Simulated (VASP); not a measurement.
# Zn3Se2S (P3m1) in VASP: settings compared

Zn3Se2S is run at these levels: PBE, r2SCAN; tasks: single point, relaxation of shape and atoms at fixed volume.

All numbers are computed with VASP 6.6.1; they aren't measurements. Logs are shortened: lines on timing, memory, paths and dates and some standing lists are left out, and cuts for length are marked.

## (1) The cell of the first run

It takes space group P3m1 (No. 156, trigonal). The conventional cell has a = 4.115 Å, b = 4.115 Å, c = 10.080 Å, α = 90.00°, β = 90.00°, γ = 120.00°. Within 3.2 Å of Zn (site symmetry 3m) lie 1 S at 2.43 Å and 3 Se at 2.54 Å. Within 3.3 Å of Zn (site symmetry 3m) lie 4 Se at 2.53 to 2.56 Å. Zn (site symmetry 3m) has 3 S at 2.49 Å and 1 Se at 2.56 Å within 3.3 Å. Within 3.3 Å of Se (site symmetry 3m) lie 4 Zn at 2.54 to 2.56 Å. Within 3.3 Å of Se (site symmetry 3m) lie 4 Zn at 2.53 to 2.56 Å. S (site symmetry 3m) has 4 Zn at 2.43 to 2.49 Å within 3.2 Å.

## (2) Single point, PBE (24.63 Å³/atom)

INCAR

```
SYSTEM = Zn3Se2S
ALGO     = Normal         ! electronic algorithm
EDIFF    = 1E-7           ! SCF threshold, eV
ENCUT    = 520            ! plane-wave cutoff, eV
GGA      = PE             ! functional
ISIF     = 2              ! what is computed and relaxed
ISMEAR   = 0              ! smearing method
LASPH    = .TRUE.         ! aspherical terms in the spheres
LCHARG   = .FALSE.        ! write CHGCAR
LREAL    = .FALSE.        ! projectors in reciprocal space
LWAVE    = .FALSE.        ! write WAVECAR
NBANDS   = 36             ! bands
NELM     = 100            ! most SCF steps
PREC     = Accurate       ! precision mode
SIGMA    = 0.02           ! smearing width, eV
```

KPOINTS

```
k-points
0
G
  12 12 4
  0 0 0
```

POSCAR

```
Zn3Se2S
1.0
    4.1147261880      0.0000000298      0.0000000000
   -2.0573631198      3.5634573935      0.0000000000
    0.0000000000      0.0000000000     10.0804820593
Zn Se S
3 2 1
Direct
    0.0000000000      0.0000000000      0.9908824440
    0.6666666667      0.3333333333      0.3332921169
    0.3333333333      0.6666666667      0.6753523725
    0.6666666667      0.3333333333      0.0793336772
    0.3333333333      0.6666666667      0.4210256390
    0.0000000000      0.0000000000      0.7501127504
```

Potentials or basis: VASP PAW PBE potentials, release 64 (Zn, Se, S).

Started as:

```bash
cat potpaw_PBE.64/Zn/POTCAR potpaw_PBE.64/Se/POTCAR potpaw_PBE.64/S/POTCAR > POTCAR
mpirun -np 1 vasp_std > vasp.out
```

OUTCAR:

```text
SYSTEM = Zn3Se2S
   EDIFF = 1E-7
   ENCUT = 520
   GGA = PE
   ISIF = 2
   ISMEAR = 0
   LASPH = .TRUE.
   LREAL = .FALSE.
   NELM = 100
   PREC = Accurate

 ion  position               nearest neighbor table
   1  0.000  0.000  0.991-   6 2.43   4 2.54   4 2.54   4 2.54
   2  0.667  0.333  0.333-   5 2.53   5 2.53   5 2.53   4 2.56
   3  0.333  0.667  0.675-   6 2.49   6 2.49   6 2.49   5 2.56
   4  0.667  0.333  0.079-   1 2.54   1 2.54   1 2.54   2 2.56
   5  0.333  0.667  0.421-   2 2.53   2 2.53   2 2.53   3 2.56
   6  0.000  0.000  0.750-   1 2.43   3 2.49   3 2.49   3 2.49

  LATTYP: Found a hexagonal cell.
 ALAT       =     4.1147261880
 C/A-ratio  =     2.4498548867

  Lattice vectors:

 A1 = (   4.1147261880,   0.0000000298,   0.0000000000)
 A2 = (  -2.0573631198,   3.5634573935,   0.0000000000)
 A3 = (   0.0000000000,   0.0000000000,  10.0804820593)

Analysis of symmetry for initial positions (statically):
=====================================================================
 Subroutine PRICEL returns:
 Original cell was already a primitive cell.

 Routine SETGRP: Setting up the symmetry group for a
 hexagonal supercell.

 Subroutine GETGRP returns: Found  6 space group operations
 (whereof  6 operations were pure point group operations)
 out of a pool of 24 trial point group operations.

The static configuration has the point symmetry C_3v.

Analysis of symmetry for dynamics (positions and initial velocities):
=====================================================================
 Subroutine PRICEL returns:
 Original cell was already a primitive cell.

 Routine SETGRP: Setting up the symmetry group for a
 hexagonal supercell.

 Subroutine GETGRP returns: Found  6 space group operations
 (whereof  6 operations were pure point group operations)
 out of a pool of 24 trial point group operations.

The dynamic configuration has the point symmetry C_3v.

 Subroutine INISYM returns: Found  6 space group operations
 (whereof  6 operations are pure point group operations),
 and found     1 'primitive' translations

----------------------------------------------------------------------------------------

                                     Primitive cell

  volume of cell :     147.8066

[... 91 lines left out ...]
   LNONCOLLINEAR =      F non collinear calculations
   LSORBIT =      F    spin-orbit coupling
   LASPH  =      T    aspherical Exc in radial PAW
   ENCUT  =  520.0 eV  38.22 Ry    6.18 a.u.   7.65  7.65 18.74*2*pi/ulx,y,z
   NELM   =    100;   NELMIN=  2; NELMDL= -5     # of ELM steps
   EDIFF  = 0.1E-06   stopping-criterion for ELM
   LREAL  =      F    real-space projection
   EDIFFG = 0.1E-05   stopping-criterion for IOM
   NSW    =      0    number of steps for IOM
   IBRION =     -1    ionic relax: 0-MD 1-quasi-New 2-CG
   NFREE  =      0    steps in history (QN), initial steepest desc. (CG)
   ISIF   =      2    stress and relaxation
   ISYM   =      2    0-nonsym 1-usesym 2-fastsym
   POTIM  = 0.5000    time-step for ionic-motion
   TEBEG  =    0.0;   TEEND  =   0.0 temperature during run
   PSTRESS=    0.0 pullay stress
   NELECT =      54.0000    total number of electrons
   NUPDOWN=      -1.0000    fix difference up-down
   EMIN   =  10.00;   EMAX   =-10.00  energy-range for DOS
   EFERMI =   0.00;   METHOD = LEGACY
   ISMEAR =     0;   SIGMA  =   0.02  broadening in eV -4-tet -1-fermi 0-gaus
   EFERMI_NEDOS =   21; number of points for ismear=-14 and -15
   IALGO  =     38    algorithm
   IMIX   =      4    mixing-type and parameters
     AMIX     =   0.40;   BMIX     =  1.00
     AMIX_MAG =   1.60;   BMIX_MAG =  1.00
  volume/ion in A,a.u.               =      24.63       166.24
  Fermi-wavevector in a.u.,A,eV,Ry     =   1.170329  2.211602 18.635507  1.369671
  Thomas-Fermi vector in A             =   2.306790
   LORBIT       =      0    0 simple, 1 ext, 2 COOP (PROOUT), +10 PAW based schemes
   GGA     = PE    functional components
   LHFCALC =     F    Hartree Fock is set to
   AEXX    =    0.0000 exact exchange contribution
   IVDW    =     0    specifies the selected vdW correction
   LEPSILON=     F    determine dielectric tensor
   LRPA    =     F    only Hartree local field effects (RPA)
 non-spin polarized calculation
 Gauss-broadening in eV      SIGMA  =   0.02
  energy-cutoff  :      520.00
  volume of cell :      147.81
 maximum number of plane-waves:      4015
 NGX is ok and might be reduce to    32
   NGX = 15   NGY = 15   NGZ = 37

 number of electron      54.0000003 magnetization

 Free energy of the ion-electron system (eV)
  ---------------------------------------------------
  ext. energy  EPLUGINS =         0.00000000
  ---------------------------------------------------
  free energy    TOTEN  =       -18.65315467 eV

  energy without entropy =      -18.65315467  energy(sigma->0) =      -18.65315467

 E-fermi :   0.9531     XC(G=0):  -8.8545

 val. band max:        0.8525200680   @ k =   0.0000   0.0000   0.0000
 cond. band min:       1.7654398217   @ k =   0.0000   0.0000   0.0000
 fundamental gap:      0.9129197537
 Fermi energy:         0.9530832363

 k-point     1 :       0.0000    0.0000    0.0000
  band No.  band energies     occupation
      1     -11.7304      2.00000
      2     -11.3116      2.00000
      3     -11.2281      2.00000
      4      -5.4053      2.00000
      5      -5.4053      2.00000
      6      -5.3727      2.00000
[... 925 lines left out ...]
     35       7.4324      0.00000
     36       7.5774      0.00000

 [... further k-points ...]
[... 5 lines left out ...]
  --------------------------------------------------------------------------------------
  -------------------------------------------------------------------------------------
  Total       -4.1507382     -4.1507382     -4.1725540     -0.0000000      0.0000000     -0.0000000
  in kB      -44.9927061    -44.9927061    -45.2291819     -0.0000000      0.0000000     -0.0000000
  external PRESSURE =     -45.0715314 kB  Pullay stress =       0.0000000 kB

 VOLUME and BASIS-vectors are now :
 -----------------------------------------------------------------------------
  energy-cutoff  :      520.00
  volume of cell :      147.81
      direct lattice vectors                 reciprocal lattice vectors
     4.114726188  0.000000030  0.000000000     0.243029536  0.140313170  0.000000000
    -2.057363120  3.563457393  0.000000000    -0.000000002  0.280626337  0.000000000
     0.000000000  0.000000000 10.080482059     0.000000000  0.000000000  0.099201605

 POSITION                                       TOTAL-FORCE (eV/Angst)
 -----------------------------------------------------------------------------------
      0.00000      0.00000      9.98857         0.000000     -0.000000     -0.006721
      2.05736      1.18782      3.35975        -0.000000     -0.000000     -0.004221
     -0.00000      2.37564      6.80788        -0.000000      0.000000      0.000116
      2.05736      1.18782      0.79972         0.000000     -0.000000      0.004591
     -0.00000      2.37564      4.24414         0.000000     -0.000000      0.005141
      0.00000      0.00000      7.56150         0.000000      0.000000      0.001094
 -----------------------------------------------------------------------------------
    total drift:                                0.000001     -0.000000     -0.001982

  FREE ENERGIE OF THE ION-ELECTRON SYSTEM (eV)
  ---------------------------------------------------
  free  energy   TOTEN  =       -18.6531546667 eV

  energy  without entropy=      -18.6531546667  energy(sigma->0) =      -18.65315467
```

Run time: 3.6 min. Hardware: 1 thread of Intel Xeon 6975P-C (Granite Rapids), shared host; peak memory 0.48 GiB.

What came out:

```
Free energy            : -18.6532 eV
Pressure               : -4.5 GPa
Largest force          : 0.007 eV/Å
Band gap on the k mesh : 0.91 eV
```

Forces on the atoms (eV/Å):
```
Zn   0.000  0.000 -0.007
Zn   0.000  0.000 -0.004
Zn   0.000  0.000  0.000
Se   0.000  0.000  0.005
Se   0.000  0.000  0.005
S    0.000  0.000  0.001
```

Caveat: the cell stands under tension.

## (3) Single point, r2SCAN

This run uses another cell than the first one, of 21.65 Å³/atom.

POSCAR

```
Zn3Se2S
1.0
    3.9407696792      0.0000000285      0.0000000000
   -1.9703848643      3.4128066384      0.0000000000
    0.0000000000      0.0000000000      9.6593423400
Zn Se S
3 2 1
Direct
    0.0000000000      0.0000000000      0.9905596705
    0.6666666667      0.3333333333      0.3330737913
    0.3333333333      0.6666666667      0.6759114585
    0.6666666667      0.3333333333      0.0797658620
    0.3333333333      0.6666666667      0.4216641667
    0.0000000000      0.0000000000      0.7490240509
```

INCAR.step1

```
SYSTEM = Zn3Se2S
  PREC = Accurate
  ENCUT = 520
  ISMEAR = 0
  SIGMA = 0.02
  LREAL = .False.
  LASPH = .True.
  NELM = 60
  NBANDS = 36
  GGA = PE
  ALGO = Normal
  EDIFF = 1E-4
  LWAVE = .True.
  LCHARG = .False.
```

INCAR.step2

```
SYSTEM = Zn3Se2S
  PREC = Accurate
  ENCUT = 520
  EDIFF = 1E-6
  ISMEAR = 0
  SIGMA = 0.02
  LREAL = .False.
  LASPH = .True.
  NELM = 60
  ALGO = Normal
  ISIF = 2
  LWAVE = .False.
  LCHARG = .True.
  METAGGA = R2SCAN
  LMIXTAU = .True.
  LELF = .True.
  LVHAR = .True.
  NBANDS = 36
  ISTART = 1
```

KPOINTS

```
Automatic mesh
0
Gamma
  12 12 4
  0 0 0
```

Potentials or basis: VASP PAW PBE potentials, release 64 (Zn, Se, S).

Started as:

```bash
cat potpaw_PBE.64/Zn/POTCAR potpaw_PBE.64/Se/POTCAR potpaw_PBE.64/S/POTCAR > POTCAR
cp INCAR.step1 INCAR
mpirun -np 1 vasp_std > vasp.out
cp INCAR.step2 INCAR
mpirun -np 1 vasp_std > vasp.out
```

It took 13 min on 1 thread of Intel Xeon 6975P-C (Granite Rapids), shared host; peak memory 0.45 GiB.

It converged, with:

```
Free energy            : -68.6176 eV
Pressure               : 0.1 GPa
Largest force          : 0.009 eV/Å
Band gap on the k mesh : 1.95 eV
```

Forces on the atoms (eV/Å):
```
Zn   0.000  0.000 -0.006
Zn   0.000  0.000 -0.002
Zn   0.000  0.000  0.009
Se   0.000  0.000 -0.001
Se   0.000  0.000  0.000
S    0.000  0.000  0.000
```

Levels at points of the mesh, in eV from the valence-band top:
```tsv
k point	band 23	band 24	band 25	band 26	band 27	band 28	band 29	band 30	band 31	band 32
(0.00, 0.00, 0.00)	-0.56	-0.56	-0.16	0.00	0.00	1.95	3.20	3.53	6.35	6.35
(0.50, 0.00, 0.00)	-2.44	-2.07	-1.94	-1.50	-1.20	3.30	3.89	4.18	4.30	6.13
(0.00, 0.00, 0.50)	-1.24	-0.41	-0.41	-0.12	-0.12	2.85	3.31	3.38	6.18	6.62
(0.50, 0.00, 0.50)	-2.70	-2.37	-1.86	-1.02	-0.95	3.15	3.75	4.03	4.96	5.17
```

Caveat: the PAW data sets were made with another functional, which shifts forces and pressure a little.

## (4) Relaxation of shape and atoms at fixed volume, PBE (19.71 Å³/atom)

This run uses another cell than the first one, of 19.71 Å³/atom.

INCAR

```
PREC = Accurate
ENCUT = 600
EDIFF = 1E-7
ISMEAR = 0
SIGMA = 0.02
LREAL = F
LASPH = T
NELM = 100
ALGO = Normal
ISIF = 4
LWAVE = F
LCHARG = F
GGA = PE
IBRION = 2
NSW = 50
EDIFFG = -0.01
```

KPOINTS

```
Automatic mesh
0
Gamma
  12 12 4
```

POSCAR

```
Zn3Se2S
1.0
    3.8180347326      0.0000000277      0.0000000000
   -1.9090173902      3.3065150571      0.0000000000
    0.0000000000      0.0000000000      9.3664155037
Zn Se S
3 2 1
Direct
    0.0000000000      0.0000000000      0.9896607997
    0.6666666667      0.3333333333      0.3328959820
    0.3333333333      0.6666666667      0.6768672808
    0.6666666667      0.3333333333      0.0799807842
    0.3333333333      0.6666666667      0.4225581534
    0.0000000000      0.0000000000      0.7480359998
```

Started as:

```bash
cat potpaw_PBE.64/Zn/POTCAR potpaw_PBE.64/Se/POTCAR potpaw_PBE.64/S/POTCAR > POTCAR
mpirun -np 1 vasp_std > vasp.out
```

Run time: 13 min. Hardware: 1 thread of AMD EPYC 7R13 (Zen 3), shared host; peak memory 0.46 GiB.

It converged, with:

```
Free energy                  : -18.3660 eV
Energy gained by relaxing    : 0.0 meV/atom
Ionic steps                  : 5
Pressure after relaxing      : 10.6 GPa
Largest force after relaxing : 0.004 eV/Å
Band gap on the k mesh       : 1.74 eV
```

Forces on the atoms (eV/Å):
```
Zn   0.000  0.000  0.003
Zn   0.000  0.000  0.003
Zn   0.000  0.000  0.000
Se   0.000  0.000 -0.004
Se   0.000  0.000  0.000
S    0.000  0.000 -0.002
```

The path:
```tsv
step	energy change (eV)	largest force (eV/Å)	pressure (GPa)	volume (Å³)
1	0.0000	0.0464	10.58	118.25
2	-0.0002	0.0211	10.57	118.25
3	-0.0002	0.0250	10.56	118.25
4	-0.0003	0.0110	10.56	118.25
5	-0.0003	0.0037	10.56	118.25
```

Final structure:
```cif
data_structure
_symmetry_space_group_name_H-M 'P 1'
_symmetry_Int_Tables_number 1
_cell_length_a 3.8176
_cell_length_b 3.8176
_cell_length_c 9.3683
_cell_angle_alpha 90.000
_cell_angle_beta 90.000
_cell_angle_gamma 120.000
_cell_volume 118.25
loop_
_atom_site_label
_atom_site_type_symbol
_atom_site_fract_x
_atom_site_fract_y
_atom_site_fract_z
_atom_site_occupancy
Zn1 Zn 0.00000 0.00000 0.98920 1
Zn2 Zn 0.66667 0.33333 0.33280 1
Zn3 Zn 0.33333 0.66667 0.67738 1
Se1 Se 0.66667 0.33333 0.08006 1
Se2 Se 0.33333 0.66667 0.42299 1
S1 S 0.00000 0.00000 0.74757 1
```

Levels at points of the mesh, in eV from the valence-band top:
| k point | band 24 | band 25 | band 26 | band 27 | band 28 | band 29 | band 30 | band 31 |
| --- | --- | --- | --- | --- | --- | --- | --- | --- |
| (0.00, 0.00, 0.00) | -0.64 | -0.20 | 0.00 | 0.00 | 1.74 | 2.84 | 3.23 | 5.73 |
| (0.50, 0.00, 0.00) | -2.36 | -2.21 | -1.72 | -1.37 | 2.69 | 3.41 | 3.84 | 3.96 |
| (0.00, 0.00, 0.50) | -0.47 | -0.47 | -0.15 | -0.15 | 2.52 | 3.11 | 3.14 | 5.70 |
| (0.50, 0.00, 0.50) | -2.73 | -2.11 | -1.18 | -1.08 | 2.78 | 3.19 | 3.52 | 4.57 |

## (5) Summary

```csv
task,level,cell,cutoff (eV),gap on the mesh (eV),pressure (GPa),largest force (eV/Å)
single point,PBE,"a = 4.115, b = 4.115, c = 10.080 Å, angles 90.0, 90.0, 120.0°, 6 atoms, atomic positions A",520,0.91,-4.5,0.01
single point,r2SCAN,"a = 3.941, b = 3.941, c = 9.659 Å, angles 90.0, 90.0, 120.0°, 6 atoms, atomic positions B",520,1.95,0.1,0.01
relaxation of shape and atoms at fixed volume,PBE,"relaxed from a = 3.818, b = 3.818, c = 9.366 Å, angles 90.0, 90.0, 120.0°, 6 atoms, atomic positions C",600,1.74,10.6,-
```

Alike in all rows: potentials or basis VASP PAW PBE potentials, release 64 (Zn, Se, S); no spin polarisation; k mesh 12 × 12 × 4; smearing gaussian 0.02 eV.

Caveats: the cell stands under tension (at least some runs); the PAW data sets were made with another functional, which shifts forces and pressure a little (at least some runs).

Total energies depend on the potentials used, so only differences within one code and one set of settings carry meaning.
